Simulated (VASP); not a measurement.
# RhN (F-43m) in VASP: notebook, part 2 of 2

VASP 6.6.1. The steps go on from the part before.

### Step 3. Single point, LDA+U, collinear spin, ferromagnetic start

Contents of INCAR:

```
PREC     = Accurate       # precision mode
ENCUT    = 520            # plane-wave cutoff, eV
EDIFF    = 1E-6           # SCF threshold, eV
ISMEAR   = 0              # smearing method
SIGMA    = 0.05           # smearing width, eV
LREAL    = False          # projectors in reciprocal space
LASPH    = True           # aspherical terms in the spheres
NELM     = 150            # most SCF steps
ALGO     = Normal         # electronic algorithm
ISIF     = 2              # what is computed and relaxed
LWAVE    = False          # write WAVECAR
LCHARG   = True           # write CHGCAR
ISPIN    = 2              # spin polarisation
MAGMOM   = 0.6 0          # initial moments
LORBIT   = 11             # projections on sites
LMAXMIX  = 4              # l up to which the mixer works
LDAU     = True           # DFT+U
LDAUTYPE = 2            
LDAUL    = 2 -1           # shell
LDAUU    = 8 0            # U, eV
LDAUJ    = 0 0          
LDAUPRINT= 1            
LELF     = True           # ELF
LVHAR    = True         
NBANDS   = 21             # bands
```

Contents of KPOINTS:

```
Automatic mesh
0
Gamma
  7 7 7
```

Contents of POSCAR:

```
RhN
1.0
    0.0000000000      2.4310503900      2.4310503900
    2.4310503900      0.0000000000      2.4310503900
    2.4310503900      2.4310503900      0.0000000000
Rh N
1 1
Direct
    0.0000000000      0.0000000000      0.0000000000
    0.2500000000      0.2500000000      0.2500000000
```

Potentials or basis: VASP PAW LDA potentials, release 64 (Rh_pv, N).

Command:

```bash
$ cat potpaw_LDA.64/Rh_pv/POTCAR potpaw_LDA.64/N/POTCAR > POTCAR
$ mpirun -np 1 vasp_std > vasp.out
```

OUTCAR:

```text
PREC = Accurate
   ENCUT = 520
   EDIFF = 1E-6
   ISMEAR = 0
   LREAL = False
   LASPH = True
   NELM = 150
   ISIF = 2
   ISPIN = 2
   LORBIT = 11

 ion  position               nearest neighbor table
   1  0.000  0.000  0.000-   2 2.11   2 2.11   2 2.11   2 2.11
   2  0.250  0.250  0.250-   1 2.11   1 2.11   1 2.11   1 2.11

  LATTYP: Found a face centered cubic cell.
 ALAT       =     4.8621007800

  Lattice vectors:

 A1 = (   0.0000000000,   2.4310503900,   2.4310503900)
 A2 = (   2.4310503900,   0.0000000000,   2.4310503900)
 A3 = (   2.4310503900,   2.4310503900,   0.0000000000)

Analysis of symmetry for initial positions (statically):
=====================================================================
 Subroutine PRICEL returns:
 Original cell was already a primitive cell.

 Routine SETGRP: Setting up the symmetry group for a
 face centered cubic supercell.

 Subroutine GETGRP returns: Found 24 space group operations
 (whereof 24 operations were pure point group operations)
 out of a pool of 48 trial point group operations.

The static configuration has the point symmetry T_d .

Analysis of symmetry for dynamics (positions and initial velocities):
=====================================================================
 Subroutine PRICEL returns:
 Original cell was already a primitive cell.

 Routine SETGRP: Setting up the symmetry group for a
 face centered cubic supercell.

 Subroutine GETGRP returns: Found 24 space group operations
 (whereof 24 operations were pure point group operations)
 out of a pool of 48 trial point group operations.

The dynamic configuration has the point symmetry T_d .

Analysis of structural, dynamic, and magnetic symmetry:
=====================================================================
 Subroutine PRICEL returns:
 Original cell was already a primitive cell.

 Routine SETGRP: Setting up the symmetry group for a
[... 180 lines left out ...]
  ---------------------------------------------------
  ext. energy  EPLUGINS =         0.00000000
  ---------------------------------------------------
  free energy    TOTEN  =        -9.13111739 eV

  energy without entropy =       -9.12936879  energy(sigma->0) =       -9.13024309

 E-fermi :   5.6592     XC(G=0): -11.6595

 val. band max:        5.6322766085   @ k =  -0.4286   0.2857   0.0000
 cond. band min:       5.6702839904   @ k =  -0.4286   0.2857   0.0000
 fundamental gap:      0.0380073819
 Fermi energy:         5.6592112182

 spin component 1

 k-point     1 :       0.0000    0.0000    0.0000
  band No.  band energies     occupation
      1     -41.0300      1.00000
      2     -41.0300      1.00000
      3     -41.0300      1.00000
      4      -8.7783      1.00000
      5      -1.7044      1.00000
      6      -1.7044      1.00000
[... 469 lines left out ...]
     20      26.9393      0.00000
     21      27.3527      0.00000
 Fermi energy:         5.6592112182

 spin component 2

 k-point     1 :       0.0000    0.0000    0.0000
  band No.  band energies     occupation
      1     -39.8059      1.00000
      2     -39.8059      1.00000
      3     -39.8059      1.00000
      4      -8.9516      1.00000
      5       1.4086      1.00000
      6       1.4087      1.00000
[... 469 lines left out ...]
     20      27.5243      0.00000
     21      27.5791      0.00000

------------------------ aborting loop because EDIFF is reached ----------------------------------------

  FORCE on cell =-STRESS in cart. coord.  units (eV):
  Direction    XX          YY          ZZ          XY          YZ          ZX
  --------------------------------------------------------------------------------------
  -------------------------------------------------------------------------------------
  Total       -3.4217597     -3.4217597     -3.4217597      0.0000000     -0.0000000      0.0000000
  in kB     -190.7867521   -190.7867521   -190.7867521      0.0000000     -0.0000000      0.0000000
  external PRESSURE =    -190.7867521 kB  Pullay stress =       0.0000000 kB

 VOLUME and BASIS-vectors are now :
 -----------------------------------------------------------------------------
  energy-cutoff  :      520.00
  volume of cell :       28.74
      direct lattice vectors                 reciprocal lattice vectors
     0.000000000  2.431050390  2.431050390    -0.205672413  0.205672413  0.205672413
     2.431050390  0.000000000  2.431050390     0.205672413 -0.205672413  0.205672413
     2.431050390  2.431050390  0.000000000     0.205672413  0.205672413 -0.205672413

 POSITION                                       TOTAL-FORCE (eV/Angst)
 -----------------------------------------------------------------------------------
      0.00000      0.00000      0.00000         0.000000     -0.000000      0.000000
      1.21553      1.21553      1.21553        -0.000000      0.000000     -0.000000
 -----------------------------------------------------------------------------------
    total drift:                                0.000000      0.000000      0.000000

  FREE ENERGIE OF THE ION-ELECTRON SYSTEM (eV)
  ---------------------------------------------------
  free  energy   TOTEN  =        -9.1311173943 eV

  energy  without entropy=       -9.1293687906  energy(sigma->0) =       -9.13024309

 total charge

# of ion       s       p       d       tot
------------------------------------------
    1        0.332   6.240   7.117  13.688
    2        1.256   2.254   0.000   3.509
--------------------------------------------------
tot          1.587   8.493   7.117  17.198

 magnetization (x)

# of ion       s       p       d       tot
------------------------------------------
    1        0.024   0.026   1.751   1.801
    2        0.016  -0.201   0.000  -0.185
--------------------------------------------------
tot          0.040  -0.175   1.751   1.617
```

OSZICAR:

```text
N       E                     dE             d eps       ncg     rms          rms(c)
DAV:   1     0.190641212252E+03    0.19064E+03   -0.10925E+04  1680   0.936E+02
DAV:   2    -0.363863861435E+01   -0.19428E+03   -0.18593E+03  1815   0.311E+02
DAV:   3    -0.905542837511E+01   -0.54168E+01   -0.53811E+01  1990   0.557E+01
[... 11 lines left out ...]
DAV:  15    -0.913103785787E+01   -0.73364E-04   -0.47549E-04  1960   0.145E-01    0.791E-02
DAV:  16    -0.913111590328E+01   -0.78045E-04   -0.21224E-04  1748   0.102E-01    0.359E-02
DAV:  17    -0.913111382704E+01    0.20762E-05   -0.41059E-05  1940   0.385E-02    0.135E-02
DAV:  18    -0.913111641623E+01   -0.25892E-05   -0.43716E-06  1508   0.123E-02    0.991E-03
DAV:  19    -0.913111739431E+01   -0.97809E-06   -0.35385E-07   920   0.445E-03
   1 F= -.91311174E+01 E0= -.91302431E+01  d E =-.174860E-02  mag=     1.5974
```

stdout:

```text
POSCAR found type information on POSCAR RhN
 POSCAR found :  2 types and       2 ions
 scaLAPACK will be used
 LDA part: xc-table for (Slater(with rela. corr.)+CA(PZ))
 , standard interpolation
 POSCAR, INCAR and KPOINTS ok, starting setup
 FFT: planning ... GRIDC
 FFT: planning ... GRID_SOFT
 FFT: planning ... GRID
 WAVECAR not read
 entering main loop
```

Wall time 43 s (1 thread of Intel Xeon 6975P-C, shared host); peak memory 0.16 GiB.

What came out:

| Item | Value |
| --- | --- |
| Free energy | -9.1311 eV |
| Pressure | -19.1 GPa |
| Net moment | 1.60 μB per cell |
| Site moments | Rh +1.80; N -0.18 μB |
| Valence electrons inside the program's atomic spheres | Rh 13.69; N 3.51 |

Levels at points of the mesh, in eV from the Fermi level:
Spin up:
```csv
k point,band 7,band 8,band 9,band 10,band 11,band 12,band 13,band 14
"(0.00, 0.00, 0.00)",-7.36,-5.00,-5.00,1.53,2.06,2.06,2.06,13.46
```
Spin down:
| k point | band 7 | band 8 | band 9 | band 10 | band 11 | band 12 |
| --- | --- | --- | --- | --- | --- | --- |
| (0.00, 0.00, 0.00) | -4.14 | -4.14 | -4.14 | 1.74 | 4.52 | 4.52 |

Eigenvalues of the final occupation matrices:
| site | spin | trace | eigenvalues |
| --- | --- | --- | --- |
| site 1 d | 1 | 4.46 | 0.87 0.87 0.87 0.92 0.92 |
| site 1 d | 2 | 2.71 | 0.28 0.28 0.28 0.93 0.93 |

The state reached can hang on the start; a lower one may exist.
